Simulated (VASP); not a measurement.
# Ir (P6_3/mmc) in VASP: a series of runs

Ir is run at these levels: PBE; tasks: relaxation of cell and atoms.

All numbers are computed with VASP 6.6.1; they aren't measurements. Logs are shortened: lines on timing, memory, paths and dates and some standing lists are left out, and cuts for length are marked.

## (1) The cell of the first run

It takes space group P6_3/mmc (No. 194, hexagonal). Conventional cell: a = 2.748 Å, b = 2.748 Å, c = 4.453 Å, α = 90.00°, β = 90.00°, γ = 120.00°. Within 3.6 Å of Ir (site symmetry -6m2) lie 12 Ir at 2.73 to 2.75 Å.

This isn't the form of Ir at room conditions, which is fcc.

## (2) Relaxation of cell and atoms, PBE

File INCAR:

```
  PREC = Accurate
  ENCUT = 600
  EDIFF = 1E-7
  ISMEAR = -1
  SIGMA = 0.05
  LREAL = F
  LASPH = T
  NELM = 60
  ALGO = Normal
  ISIF = 3
  LWAVE = F
  LCHARG = F
  GGA = PE
  IBRION = 2
  NSW = 80
  EDIFFG = -0.01
```

File KPOINTS:

```
regular mesh
0
Gamma
  19 19 11
```

File POSCAR:

```
Ir
1.0
    2.7481457205      0.0000000000      0.0000000000
   -1.3740728603      2.3799640073      0.0000000000
    0.0000000000      0.0000000000      4.4530665118
Ir
2
Direct
    0.3333333333      0.6666666667      0.2500000000
    0.6666666667      0.3333333333      0.7500000000
```

Potentials or basis: VASP PAW PBE potentials, release 64 (Ir).

Run with:

```console
$ cat potpaw_PBE.64/Ir/POTCAR > POTCAR
$ mpirun -np 1 vasp_std > vasp.out
```

OUTCAR:

```text
PREC = Accurate
   ENCUT = 600
   EDIFF = 1E-7
   ISMEAR = -1
   LREAL = F
   LASPH = T
   NELM = 60
   ISIF = 3
   GGA = PE
   IBRION = 2
   NSW = 80
   EDIFFG = -0.01

 ion  position               nearest neighbor table
   1  0.333  0.667  0.250-   2 2.73   2 2.73   2 2.73   2 2.73   2 2.73   2 2.73
   2  0.667  0.333  0.750-   1 2.73   1 2.73   1 2.73   1 2.73   1 2.73   1 2.73

  LATTYP: Found a hexagonal cell.
 ALAT       =     2.7481457205
 C/A-ratio  =     1.6203895152

  Lattice vectors:

 A1 = (   2.7481457205,   0.0000000000,   0.0000000000)
 A2 = (  -1.3740728603,   2.3799640073,   0.0000000000)
 A3 = (   0.0000000000,   0.0000000000,   4.4530665118)

Analysis of symmetry for initial positions (statically):
=====================================================================
 Subroutine PRICEL returns:
 Original cell was already a primitive cell.

 Routine SETGRP: Setting up the symmetry group for a
 hexagonal supercell.

 Subroutine GETGRP returns: Found 24 space group operations
 (whereof 12 operations were pure point group operations)
 out of a pool of 24 trial point group operations.

The static configuration has the point symmetry D_3d.
 The point group associated with its full space group is D_6h.

Analysis of symmetry for dynamics (positions and initial velocities):
=====================================================================
 Subroutine PRICEL returns:
 Original cell was already a primitive cell.

 Routine SETGRP: Setting up the symmetry group for a
 hexagonal supercell.

 Subroutine GETGRP returns: Found 24 space group operations
 (whereof 12 operations were pure point group operations)
 out of a pool of 24 trial point group operations.

The dynamic configuration has the point symmetry D_3d.
 The point group associated with its full space group is D_6h.

 Subroutine INISYM returns: Found 24 space group operations
 (whereof 12 operations are pure point group operations),
 and found     1 'primitive' translations

----------------------------------------------------------------------------------------

                                     Primitive cell

  volume of cell :      29.1252

  direct lattice vectors                    reciprocal lattice vectors
     2.748145721  0.000000000  0.000000000     0.363881723  0.210087211  0.000000000
    -1.374072860  2.379964007  0.000000000     0.000000000  0.420174422  0.000000000
     0.000000000  0.000000000  4.453066512     0.000000000  0.000000000  0.224564353

  length of vectors
     2.748145721  2.748145721  4.453066512     0.420174422  0.420174422  0.224564353

  position of ions in fractional coordinates (direct lattice)
     0.333333333  0.666666667  0.250000000
     0.666666667  0.333333333  0.750000000

  ion indices of the primitive-cell ions
   primitive index   ion index
                 1           1
                 2           2

----------------------------------------------------------------------------------------

 KPOINTS: regular mesh

Automatic generation of k-mesh.
 Grid dimensions read from file:
 generate k-points for:   19   19   11

 Generating k-lattice:

  Cartesian coordinates                     Fractional coordinates (reciprocal lattice)
     0.019151670  0.011057222  0.000000000     0.052631579  0.000000000  0.000000000
     0.000000000  0.022114443  0.000000000     0.000000000  0.052631579  0.000000000
     0.000000000  0.000000000  0.020414941     0.000000000  0.000000000  0.090909091

  Length of vectors
     0.022114443  0.022114443  0.020414941

  Shift w.r.t. Gamma in fractional coordinates (k-lattice)
     0.000000000  0.000000000  0.000000000

 Subroutine IBZKPT returns following result:
 ===========================================

 Found    240 irreducible k-points:

 Following reciprocal coordinates:
            Coordinates               Weight
  0.000000  0.000000  0.000000      1.000000
  0.052632  0.000000  0.000000      6.000000
  0.105263  0.000000  0.000000      6.000000
  0.157895  0.000000  0.000000      6.000000
  0.210526  0.000000  0.000000      6.000000
  0.263158  0.000000  0.000000      6.000000
[... 16 lines left out ...]
  0.263158  0.105263  0.000000     12.000000
  0.315789  0.105263  0.000000     12.000000
 [... further k-points ...]
   k-points           NKPTS =    240   k-points in BZ     NKDIM =    240   number of bands    NBANDS=     13
   number of dos      NEDOS =    301   number of ions     NIONS =      2
   total plane-waves  NPLWV =  20736
   dimension x,y,z NGX =    24 NGY =   24 NGZ =   36
   dimension x,y,z NGXF=    48 NGYF=   48 NGZF=   72
   ions per type =               2
   NGX,Y,Z   is equivalent  to a cutoff of  14.52, 14.52, 13.44 a.u.
   NGXF,Y,Z  is equivalent  to a cutoff of  29.04, 29.04, 26.88 a.u.
 SYSTEM =  unknown system
   PREC   = accura    normal or accurate (medium, high low for compatibility)
   ISTART =      0    job   : 0-new  1-cont  2-samecut
   ICHARG =      2    charge: 1-file 2-atom 10-const
   ISPIN  =      1    spin polarized calculation?
   LNONCOLLINEAR =      F non collinear calculations
   LSORBIT =      F    spin-orbit coupling
   LASPH  =      T    aspherical Exc in radial PAW
   ENCUT  =  600.0 eV  44.10 Ry    6.64 a.u.   5.49  5.49  8.89*2*pi/ulx,y,z
   NELM   =     60;   NELMIN=  2; NELMDL= -5     # of ELM steps
   EDIFF  = 0.1E-06   stopping-criterion for ELM
   LREAL  =      F    real-space projection
   EDIFFG = -.1E-01   stopping-criterion for IOM
   NSW    =     80    number of steps for IOM
   IBRION =      2    ionic relax: 0-MD 1-quasi-New 2-CG
   NFREE  =      1    steps in history (QN), initial steepest desc. (CG)
   ISIF   =      3    stress and relaxation
   ISYM   =      2    0-nonsym 1-usesym 2-fastsym
   POTIM  = 0.5000    time-step for ionic-motion
   TEBEG  =    0.0;   TEEND  =   0.0 temperature during run
   PSTRESS=    0.0 pullay stress
   NELECT =      18.0000    total number of electrons
   NUPDOWN=      -1.0000    fix difference up-down
   EMIN   =  10.00;   EMAX   =-10.00  energy-range for DOS
   EFERMI =   0.00;   METHOD = LEGACY
   ISMEAR =    -1;   SIGMA  =   0.05  broadening in eV -4-tet -1-fermi 0-gaus
   EFERMI_NEDOS =   21; number of points for ismear=-14 and -15
   IALGO  =     38    algorithm
   IMIX   =      4    mixing-type and parameters
     AMIX     =   0.40;   BMIX     =  1.00
     AMIX_MAG =   1.60;   BMIX_MAG =  1.00
  volume/ion in A,a.u.               =      14.56        98.27
  Fermi-wavevector in a.u.,A,eV,Ry     =   1.394470  2.635166 26.457168  1.944547
  Thomas-Fermi vector in A             =   2.518016
   LORBIT       =      0    0 simple, 1 ext, 2 COOP (PROOUT), +10 PAW based schemes
   GGA     = PE    functional components
   LHFCALC =     F    Hartree Fock is set to
   AEXX    =    0.0000 exact exchange contribution
   IVDW    =     0    specifies the selected vdW correction
   LEPSILON=     F    determine dielectric tensor
   LRPA    =     F    only Hartree local field effects (RPA)
 conjugate gradient relaxation of ions
 non-spin polarized calculation
  energy-cutoff  :      600.00
  volume of cell :       29.13
 maximum number of plane-waves:      1002
 NGX is ok and might be reduce to    24
   NGX = 11   NGY = 11   NGZ = 17

--------------------------------------- Ionic step        1  -------------------------------------------

 number of electron      17.9999999 magnetization

 Free energy of the ion-electron system (eV)
  ---------------------------------------------------
  ext. energy  EPLUGINS =         0.00000000
  ---------------------------------------------------
  free energy    TOTEN  =       -17.55791219 eV

  energy without entropy =      -17.53626803  energy(sigma->0) =      -17.54709011

------------------------ aborting loop because EDIFF is reached ----------------------------------------

  FORCE on cell =-STRESS in cart. coord.  units (eV):
  Direction    XX          YY          ZZ          XY          YZ          ZX
  --------------------------------------------------------------------------------------
  -------------------------------------------------------------------------------------
  Total        0.0754028      0.0754028      0.2370662     -0.0000000      0.0000000      0.0000000
  in kB        4.1479053      4.1479053     13.0410016     -0.0000000      0.0000000      0.0000000
  external PRESSURE =       7.1122707 kB  Pullay stress =       0.0000000 kB
[... 93 lines left out ...]
  energy  without entropy=      -17.5364877514  energy(sigma->0) =      -17.54730075

--------------------------------------- Ionic step        4  -------------------------------------------

 number of electron      17.9999999 magnetization

 E-fermi :  10.0022     XC(G=0): -13.8055

 val. band max:       10.0017874684   @ k =   0.3684   0.0526   0.0000
 cond. band min:      10.0029114401   @ k =   0.2105   0.0000   0.3636
 fundamental gap:      0.0011239717
 Fermi energy:        10.0022465518

 k-point     1 :       0.0000    0.0000    0.0000
  band No.  band energies     occupation
      1      -0.9102      2.00000
      2       2.1201      2.00000
      3       6.2012      2.00000
      4       6.3236      2.00000
      5       6.3236      2.00000
      6       6.9456      2.00000
      7       6.9456      2.00000
      8       7.7380      2.00000
      9       7.7380      2.00000
     10       9.2328      2.00000
     11      10.2590      0.01169
     12      10.2590      0.01169
     13      16.7713      0.00000
[... 401 lines left out ...]
  energy  without entropy=      -17.5367247361  energy(sigma->0) =      -17.54743492

--------------------------------------- Ionic step        5  -------------------------------------------

 number of electron      17.9999999 magnetization

 Free energy of the ion-electron system (eV)
  ---------------------------------------------------
  ext. energy  EPLUGINS =         0.00000000
  ---------------------------------------------------
  free energy    TOTEN  =       -17.55816095 eV

  energy without entropy =      -17.53666827  energy(sigma->0) =      -17.54741461

 E-fermi :   9.9989     XC(G=0): -13.8040

 val. band max:        9.9975588848   @ k =   0.3684   0.0526   0.0000
 cond. band min:       9.9990192150   @ k =   0.1579   0.1053   0.3636
 fundamental gap:      0.0014603302
 Fermi energy:         9.9988843470

 k-point     1 :       0.0000    0.0000    0.0000
  band No.  band energies     occupation
      1      -0.9117      2.00000
      2       2.1204      2.00000
      3       6.2060      2.00000
      4       6.3204      2.00000
      5       6.3204      2.00000
      6       6.9439      2.00000
      7       6.9439      2.00000
      8       7.7283      2.00000
      9       7.7283      2.00000
     10       9.2370      2.00000
     11      10.2544      0.01199
     12      10.2544      0.01199
     13      16.7755      0.00000
[... 397 lines left out ...]
  FREE ENERGIE OF THE ION-ELECTRON SYSTEM (eV)
  ---------------------------------------------------
  free  energy   TOTEN  =       -17.5581609539 eV

  energy  without entropy=      -17.5366682731  energy(sigma->0) =      -17.54741461

 reached required accuracy - stopping structural energy minimisation
```

Run time: 6.2 min. Hardware: 1 thread of Intel Xeon 8259CL, shared host; peak memory 0.24 GiB.

What came out:

```yaml
Free_energy: -17.5582 eV
Relaxed_volume: 14.59 Å³/atom
Relaxed_cell: a = 2.748 Å, b = 2.748 Å, c = 4.463 Å, α = 90.00°, β = 90.00°, γ = 120.00°
Space_group_after_relaxing_to_0.1_Å: P6_3/mmc (No. 194)
Energy_gained_by_relaxing: 0.1 meV/atom
Ionic_steps: 5
Pressure_after_relaxing: 0.0 GPa
Band_gap_on_the_k_mesh: zero (bands 9 and 10 overlap by 3.24 eV)
```

Step by step:
```tsv
step	energy change (eV)	largest force (eV/Å)	pressure (GPa)	volume (Å³)
1	0.0000	0.0000	0.71	29.13
2	0.0015	0.0000	-2.50	29.40
3	-0.0002	0.0000	-0.13	29.19
4	-0.0002	0.0000	0.10	29.17
5	-0.0002	0.0000	0.02	29.18
```

Final structure:
```cif
data_structure
_symmetry_space_group_name_H-M 'P 1'
_symmetry_Int_Tables_number 1
_cell_length_a 2.7478
_cell_length_b 2.7478
_cell_length_c 4.4630
_cell_angle_alpha 90.000
_cell_angle_beta 90.000
_cell_angle_gamma 120.000
_cell_volume 29.18
loop_
_atom_site_label
_atom_site_type_symbol
_atom_site_fract_x
_atom_site_fract_y
_atom_site_fract_z
_atom_site_occupancy
Ir1 Ir 0.33333 0.66667 0.25000 1
Ir2 Ir 0.66667 0.33333 0.75000 1
```

Levels at points of the mesh, in eV from the Fermi level:
| k point | band 6 | band 7 | band 8 | band 9 | band 10 | band 11 | band 12 | band 13 |
| --- | --- | --- | --- | --- | --- | --- | --- | --- |
| (0.00, 0.00, 0.00) | -3.05 | -3.05 | -2.27 | -2.27 | -0.76 | 0.26 | 0.26 | 6.78 |

Caveat: spin-orbit coupling is left out, which moves the levels of the heavy elements.

## (3) Relaxation of cell and atoms, PBE

This run uses another cell than the first one, of 14.07 Å³/atom.

File INCAR:

```
PREC = Accurate
ENCUT = 600
EDIFF = 1E-6
ISMEAR = -1
SIGMA = 0.05
LREAL = False
LASPH = True
NELM = 60
ALGO = Normal
ISIF = 3
LWAVE = False
LCHARG = False
GGA = PE
IBRION = 2
NSW = 80
EDIFFG = -0.01
```

File KPOINTS:

```
Automatic mesh
0
Gamma
  20 20 11
```

File POSCAR:

```
Ir
1.0
    2.7100000000      0.0000000000      0.0000000000
   -1.3550000000      2.3469288443      0.0000000000
    0.0000000000      0.0000000000      4.4254300000
Ir
2
Direct
    0.3333333333      0.6666666667      0.2500000000
    0.6666666667      0.3333333333      0.7500000000
```

Potentials or basis: VASP PAW PBE potentials, release 64 (Ir).

Run with:

```console
$ cat potpaw_PBE.64/Ir/POTCAR > POTCAR
$ mpirun -np 1 vasp_std > vasp.out
```

Wall time 9.6 min (1 thread of Intel Xeon 8259CL, shared host); peak memory 0.26 GiB.

The run converged. Its results:

| Quantity | Value |
| --- | --- |
| Free energy | -17.5618 eV |
| Relaxed volume | 14.59 Å³/atom |
| Relaxed cell | a = 2.750 Å, b = 2.750 Å, c = 4.456 Å, α = 90.00°, β = 90.00°, γ = 120.00° |
| Space group after relaxing (to 0.1 Å) | P6_3/mmc (No. 194) |
| Energy gained by relaxing | 21.7 meV/atom |
| Ionic steps | 9 |
| Pressure after relaxing | 0.0 GPa |
| Band gap on the k mesh | zero (bands 9 and 10 overlap by 3.21 eV) |

The path:
```
step  energy change (eV)  largest force (eV/Å)  pressure (GPa)  volume (Å³)
   1              0.0000                0.0000           13.62        28.15
   2              0.4355                0.0000          -32.31        33.30
   3             -0.0426                0.0000           -0.85        29.25
   4             -0.0427                0.0000           -0.12        29.19
   5             -0.0427                0.0000            0.11        29.16
   6             -0.0433                0.0000            0.26        29.16
   7             -0.0433                0.0000            0.23        29.16
   8             -0.0432                0.0000           -0.60        29.23
   9             -0.0433                0.0000            0.02        29.18
```

Final structure:
```
CELL_PARAMETERS angstrom
2.74970 0.00000 0.00000
-1.37485 2.38131 0.00000
0.00000 0.00000 4.45570
ATOMIC_POSITIONS crystal
Ir 0.33333 0.66667 0.25000
Ir 0.66667 0.33333 0.75000
```

Levels at points of the mesh, in eV from the Fermi level:
| k point | band 5 | band 6 | band 7 | band 8 | band 9 | band 10 | band 11 | band 12 | band 13 |
| --- | --- | --- | --- | --- | --- | --- | --- | --- | --- |
| (0.00, 0.00, 0.00) | -3.67 | -3.04 | -3.04 | -2.28 | -2.28 | -0.73 | 0.26 | 0.26 | 6.82 |
| (0.50, 0.00, 0.00) | -3.41 | -3.32 | -2.85 | 0.68 | 0.93 | 1.07 | 2.85 | 4.27 | 8.09 |

Caveat: spin-orbit coupling is left out, which moves the levels of the heavy elements.
